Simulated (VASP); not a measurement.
# CoO (R-3m) in VASP: further runs

CoO is run at these levels: PBE+U; tasks: relaxation of shape and atoms at fixed volume, single point, relaxation of cell and atoms.

Everything below comes from runs of VASP 6.6.1. Logs are shortened: lines on timing, memory, paths and dates and some standing lists are left out, and cuts for length are marked.

## 1. The cell of the first run

The structure is trigonal, space group R-3m (No. 166). Conventional cell: a = 3.134 Å, b = 3.134 Å, c = 7.566 Å, α = 90.00°, β = 90.00°, γ = 120.00°. Co (site symmetry -3m) has 6 O at 2.21 Å within 2.9 Å. Within 2.9 Å of O (site symmetry -3m) lie 6 Co at 2.21 Å.

## 2. Relaxation of shape and atoms at fixed volume, PBE+U, collinear spin, ferromagnetic start (10.72 Å³/atom)

INCAR

```
PREC = Accurate
ENCUT = 600
EDIFF = 1E-6
ISMEAR = 0
SIGMA = 0.02
LREAL = F
LASPH = T
NELM = 150
ALGO = Normal
ISIF = 4
LWAVE = F
LCHARG = F
ISPIN = 2
MAGMOM = 2.88 0.24
LORBIT = 11
LMAXMIX = 4
LDAU = T
LDAUTYPE = 2
LDAUL = 2 -1
LDAUU = 3.32 0
LDAUJ = 0 0
LDAUPRINT = 1
GGA = PE
IBRION = 2
NSW = 50
EDIFFG = -0.01
```

KPOINTS

```
regular mesh
0
Gamma
  12 12 12
```

POSCAR

```
CoO
1.0
    1.5668871531      0.9046427197      2.5220178008
   -1.5668871531      0.9046427197      2.5220178008
    0.0000000000     -1.8092854393      2.5220178008
Co O
1 1
Direct
    0.0000000000      0.0000000000      0.0000000000
    0.5000000000      0.5000000000      0.5000000000
```

Potentials or basis: VASP PAW PBE potentials, release 64 (Co, O).

Started as:

```console
$ cat potpaw_PBE.64/Co/POTCAR potpaw_PBE.64/O/POTCAR > POTCAR
$ mpirun -np 1 vasp_std > vasp.out
```

OUTCAR:

```text
PREC = Accurate
   ENCUT = 600
   EDIFF = 1E-6
   ISMEAR = 0
   LREAL = F
   LASPH = T
   NELM = 150
   ISIF = 4
   ISPIN = 2
   LORBIT = 11
   GGA = PE
   IBRION = 2
   NSW = 50
   EDIFFG = -0.01

 ion  position               nearest neighbor table
   1  0.000  0.000  0.000-   2 2.21   2 2.21   2 2.21   2 2.21   2 2.21   2 2.21
   2  0.500  0.500  0.500-   1 2.21   1 2.21   1 2.21   1 2.21   1 2.21   1 2.21

  LATTYP: Found a trigonal (rhomboedric) cell.
 ALAT       =     3.1038826634
 COS(alpha) =     0.4903232241

  Lattice vectors:

 A1 = (   1.5668871531,   0.9046427197,   2.5220178008)
 A2 = (  -1.5668871531,   0.9046427197,   2.5220178008)
 A3 = (   0.0000000000,  -1.8092854393,   2.5220178008)

Analysis of symmetry for initial positions (statically):
=====================================================================
 Subroutine PRICEL returns:
 Original cell was already a primitive cell.

 Routine SETGRP: Setting up the symmetry group for a
 trigonal (rhombohedral) supercell.

 Subroutine GETGRP returns: Found 12 space group operations
 (whereof 12 operations were pure point group operations)
 out of a pool of 12 trial point group operations.

The static configuration has the point symmetry D_3d.

Analysis of symmetry for dynamics (positions and initial velocities):
=====================================================================
 Subroutine PRICEL returns:
 Original cell was already a primitive cell.

 Routine SETGRP: Setting up the symmetry group for a
 trigonal (rhombohedral) supercell.

 Subroutine GETGRP returns: Found 12 space group operations
 (whereof 12 operations were pure point group operations)
 out of a pool of 12 trial point group operations.

The dynamic configuration has the point symmetry D_3d.

Analysis of structural, dynamic, and magnetic symmetry:
=====================================================================
 Subroutine PRICEL returns:
 Original cell was already a primitive cell.

 Routine SETGRP: Setting up the symmetry group for a
 trigonal (rhombohedral) supercell.

 Subroutine GETGRP returns: Found 12 space group operations
 (whereof 12 operations were pure point group operations)
 out of a pool of 12 trial point group operations.

The overall configuration has the point symmetry D_3d.

 Subroutine INISYM returns: Found 12 space group operations
 (whereof 12 operations are pure point group operations),
 and found     1 'primitive' translations

----------------------------------------------------------------------------------------

                                     Primitive cell

  volume of cell :      21.4494

  direct lattice vectors                    reciprocal lattice vectors
     1.566887153  0.904642720  2.522017801     0.319104027  0.184234796  0.132169302
    -1.566887153  0.904642720  2.522017801    -0.319104027  0.184234796  0.132169302
     0.000000000 -1.809285439  2.522017801     0.000000000 -0.368469591  0.132169302

  length of vectors
     3.103882663  3.103882663  3.103882663     0.391456976  0.391456976  0.391456976

  position of ions in fractional coordinates (direct lattice)
     0.000000000  0.000000000  0.000000000
     0.500000000  0.500000000  0.500000000

  ion indices of the primitive-cell ions
   primitive index   ion index
                 1           1
                 2           2

----------------------------------------------------------------------------------------

[... 80 lines left out ...]
   NELECT =      15.0000    total number of electrons
   NUPDOWN=      -1.0000    fix difference up-down
   EMIN   =  10.00;   EMAX   =-10.00  energy-range for DOS
   EFERMI =   0.00;   METHOD = LEGACY
   ISMEAR =     0;   SIGMA  =   0.02  broadening in eV -4-tet -1-fermi 0-gaus
   EFERMI_NEDOS =   21; number of points for ismear=-14 and -15
   IALGO  =     38    algorithm
   IMIX   =      4    mixing-type and parameters
     AMIX     =   0.40;   BMIX     =  1.00
     AMIX_MAG =   1.60;   BMIX_MAG =  1.00
  volume/ion in A,a.u.               =      10.72        72.37
  Fermi-wavevector in a.u.,A,eV,Ry     =   1.453117  2.745993 28.729359  2.111548
  Thomas-Fermi vector in A             =   2.570420
   LORBIT       =     11    0 simple, 1 ext, 2 COOP (PROOUT), +10 PAW based schemes
 LDA+U is selected, type is set to LDAUTYPE =  2
   angular momentum for each species LDAUL =     2   -1
   U (eV)           for each species LDAUU =   3.3  0.0
   J (eV)           for each species LDAUJ =   0.0  0.0
   GGA     = PE    functional components
   LHFCALC =     F    Hartree Fock is set to
   AEXX    =    0.0000 exact exchange contribution
   IVDW    =     0    specifies the selected vdW correction
   LEPSILON=     F    determine dielectric tensor
   LRPA    =     F    only Hartree local field effects (RPA)
 conjugate gradient relaxation of ions
 spin polarized calculation
 Gauss-broadening in eV      SIGMA  =   0.02
  energy-cutoff  :      600.00
  volume of cell :       21.45
 maximum number of plane-waves:       736
 NGX is ok and might be reduce to    28
   NGX = 13   NGY = 13   NGZ = 13

atom =   1  type =  1  l = 2

 onsite density matrix

spin component  1

  0.9782 -0.0000  0.0000 -0.0159 -0.0000
 -0.0000  0.9892  0.0000 -0.0000 -0.0159
  0.0000  0.0000  0.9648 -0.0000  0.0000
 -0.0159 -0.0000 -0.0000  0.9892 -0.0000
 -0.0000 -0.0159  0.0000 -0.0000  0.9782

spin component  2

  0.4725  0.0000  0.0000  0.1220 -0.0000
  0.0000  0.1502  0.0000  0.0000  0.1220
  0.0000  0.0000  0.9573 -0.0000  0.0000
  0.1220  0.0000 -0.0000  0.1502  0.0000
 -0.0000  0.1220  0.0000  0.0000  0.4725

 occupancies and eigenvectors

  o =  0.1092  v =  0.0000  0.0000  0.0000  0.0000  0.0000 -0.3184  0.0000  0.0000  0.9479 -0.0000      0.0000  0.0000  0.0000  0.0000  0.0000  0.0000  0.0000  0.0000  0.0000  0.0000
  o =  0.1092  v =  0.0000  0.0000  0.0000  0.0000  0.0000  0.0000  0.9479 -0.0000 -0.0000 -0.3184      0.0000  0.0000  0.0000  0.0000  0.0000  0.0000  0.0000  0.0000  0.0000  0.0000
  o =  0.5135  v =  0.0000  0.0000  0.0000  0.0000  0.0000  0.0000  0.3184 -0.0000  0.0000  0.9479      0.0000  0.0000  0.0000  0.0000  0.0000  0.0000  0.0000  0.0000  0.0000  0.0000
  o =  0.5135  v =  0.0000  0.0000  0.0000  0.0000  0.0000 -0.9479  0.0000 -0.0000 -0.3184  0.0000      0.0000  0.0000  0.0000  0.0000  0.0000  0.0000  0.0000  0.0000  0.0000  0.0000
  o =  0.9573  v =  0.0000  0.0000  0.0000  0.0000  0.0000  0.0000  0.0000  1.0000 -0.0000  0.0000      0.0000  0.0000  0.0000  0.0000  0.0000  0.0000  0.0000  0.0000  0.0000  0.0000
  o =  0.9648  v =  0.0000  0.0000 -1.0000 -0.0000  0.0000  0.0000  0.0000  0.0000  0.0000  0.0000      0.0000  0.0000  0.0000  0.0000  0.0000  0.0000  0.0000  0.0000  0.0000  0.0000
  o =  0.9669  v = -0.8137 -0.0000  0.0000 -0.5813 -0.0000  0.0000  0.0000  0.0000  0.0000  0.0000      0.0000  0.0000  0.0000  0.0000  0.0000  0.0000  0.0000  0.0000  0.0000  0.0000
  o =  0.9669  v =  0.0000  0.5813  0.0000 -0.0000  0.8137  0.0000  0.0000  0.0000  0.0000  0.0000      0.0000  0.0000  0.0000  0.0000  0.0000  0.0000  0.0000  0.0000  0.0000  0.0000
  o =  1.0005  v =  0.5813 -0.0000  0.0000 -0.8137 -0.0000  0.0000  0.0000  0.0000  0.0000  0.0000      0.0000  0.0000  0.0000  0.0000  0.0000  0.0000  0.0000  0.0000  0.0000  0.0000
  o =  1.0005  v =  0.0000 -0.8137  0.0000  0.0000  0.5813  0.0000  0.0000  0.0000  0.0000  0.0000      0.0000  0.0000  0.0000  0.0000  0.0000  0.0000  0.0000  0.0000  0.0000  0.0000

 number of electron      14.9999999 magnetization       2.9999036

 Free energy of the ion-electron system (eV)
  ---------------------------------------------------
  ext. energy  EPLUGINS =         0.00000000
  ---------------------------------------------------
  free energy    TOTEN  =       -11.38508697 eV

  energy without entropy =      -11.38478916  energy(sigma->0) =      -11.38493807

 E-fermi :   6.3528     XC(G=0): -11.7946

 val. band max:        6.3489428006   @ k =   0.3333   0.0833   0.0833
 cond. band min:       6.3546692126   @ k =   0.2500   0.1667   0.0000
 fundamental gap:      0.0057264120
 Fermi energy:         6.3528463110

 spin component 1

 k-point     1 :       0.0000    0.0000    0.0000
  band No.  band energies     occupation
      1     -12.6195      1.00000
      2       1.5194      1.00000
      3       1.5194      1.00000
      4       1.7932      1.00000
      5       1.7932      1.00000
      6       2.4722      1.00000
      7       3.9674      1.00000
      8       3.9674      1.00000
      9       4.0736      1.00000
     10       7.0738      0.00000
     11      22.8933      0.00000
     12      22.8933      0.00000
[... 745 lines left out ...]
      2       0.2957      1.00000
      3       2.4770      1.00000
      4       2.9333      1.00000
      5       4.7470      1.00000
      6       6.2449      1.00000
      7       6.7516      0.00000
      8       9.2218      0.00000
      9       9.8001      0.00000
     10      13.1310      0.00000
     11      15.4754      0.00000
     12      18.1150      0.00000
     13      20.4681      0.00000

 [... further k-points ...]

------------------------ aborting loop because EDIFF is reached ----------------------------------------

  FORCE on cell =-STRESS in cart. coord.  units (eV):
  Direction    XX          YY          ZZ          XY          YZ          ZX
  --------------------------------------------------------------------------------------
  -------------------------------------------------------------------------------------
  Total       -2.0120534     -2.0120534     -2.0337876      0.0000000     -0.0000000     -0.0000000
  in kB     -150.2920017   -150.2920017   -151.9154604      0.0000000     -0.0000000     -0.0000000
  external PRESSURE =    -150.8331546 kB  Pullay stress =       0.0000000 kB

 VOLUME and BASIS-vectors are now :
 -----------------------------------------------------------------------------
  energy-cutoff  :      600.00
  volume of cell :       21.45
      direct lattice vectors                 reciprocal lattice vectors
     1.566887153  0.904642720  2.522017801     0.319104027  0.184234796  0.132169302
    -1.566887153  0.904642720  2.522017801    -0.319104027  0.184234796  0.132169302
     0.000000000 -1.809285439  2.522017801     0.000000000 -0.368469591  0.132169302

 POSITION                                       TOTAL-FORCE (eV/Angst)
 -----------------------------------------------------------------------------------
      0.00000      0.00000      0.00000        -0.000000      0.000000     -0.000000
      0.00000      0.00000      3.78303         0.000000      0.000000      0.000000
 -----------------------------------------------------------------------------------
    total drift:                                0.000000     -0.000000      0.000000

  FREE ENERGIE OF THE ION-ELECTRON SYSTEM (eV)
  ---------------------------------------------------
  free  energy   TOTEN  =       -11.3850869714 eV

  energy  without entropy=      -11.3847891606  energy(sigma->0) =      -11.38493807

 reached required accuracy - stopping structural energy minimisation

 total charge

# of ion       s       p       d       tot
------------------------------------------
    1        0.272   0.299   7.082   7.652
    2        1.551   3.395   0.000   4.946
--------------------------------------------------
tot          1.823   3.694   7.082  12.598

 magnetization (x)

# of ion       s       p       d       tot
------------------------------------------
    1        0.020   0.015   2.696   2.731
    2        0.020   0.221   0.000   0.240
--------------------------------------------------
tot          0.040   0.236   2.696   2.971
```

It took 89 s on 1 thread of Intel Xeon 6975P-C (Granite Rapids), shared host; peak memory 0.25 GiB.

What came out:

* Free energy: -11.3851 eV
* Pressure after relaxing: -15.1 GPa
* Band gap on the k mesh: zero (filled and empty bands overlap)
* Net moment: 3.00 μB per cell
* Site moments: Co +2.73; O +0.24 μB
* Valence electrons inside the program's atomic spheres: Co 7.65; O 4.95

Stress tensor (GPa, compression positive):
```
-15.03   0.00   0.00
  0.00 -15.03   0.00
  0.00   0.00 -15.19
```

Final structure:
```
CELL_PARAMETERS angstrom
1.56689 0.90464 2.52202
-1.56689 0.90464 2.52202
0.00000 -1.80929 2.52202
ATOMIC_POSITIONS crystal
Co 0.00000 0.00000 0.00000
O 0.50000 0.50000 0.50000
```

Levels at points of the mesh, in eV from the Fermi level:
Spin up:
```tsv
k point	band 7	band 8	band 9	band 10	band 11	band 12
(0.00, 0.00, 0.00)	-2.39	-2.39	-2.28	0.72	16.54	16.54
(0.50, 0.00, 0.00)	-3.06	-0.62	-0.57	5.07	8.57	12.88
(0.50, 0.50, 0.00)	-3.51	-3.40	-3.32	5.33	9.47	10.74
(0.50, 0.50, 0.50)	-2.58	-0.60	-0.60	5.00	8.77	12.68
```
Spin down:
```tsv
k point	band 3	band 4	band 5	band 6	band 7	band 8	band 9	band 10
(0.00, 0.00, 0.00)	-1.93	-1.93	-1.84	-0.75	-0.75	1.26	1.61	1.61
(0.50, 0.00, 0.00)	-3.61	-3.35	-1.47	-0.02	0.46	3.53	3.63	5.35
(0.50, 0.50, 0.00)	-3.08	-2.98	-2.55	-0.54	0.20	2.11	2.21	6.29
(0.50, 0.50, 0.50)	-3.63	-3.63	-1.18	0.39	0.39	3.53	3.53	5.29
```

Eigenvalues of the final occupation matrices:
```csv
site,spin,trace,eigenvalues
site 1 d,1,4.90,0.96 0.97 0.97 1.00 1.00
site 1 d,2,2.20,0.11 0.11 0.51 0.51 0.96
```

Caveat: the relaxation stopped at its first step, so nothing moved; a cell with one magnetic atom can't hold antiferromagnetic order, which such compounds often take.

[end of part 1 of 3]
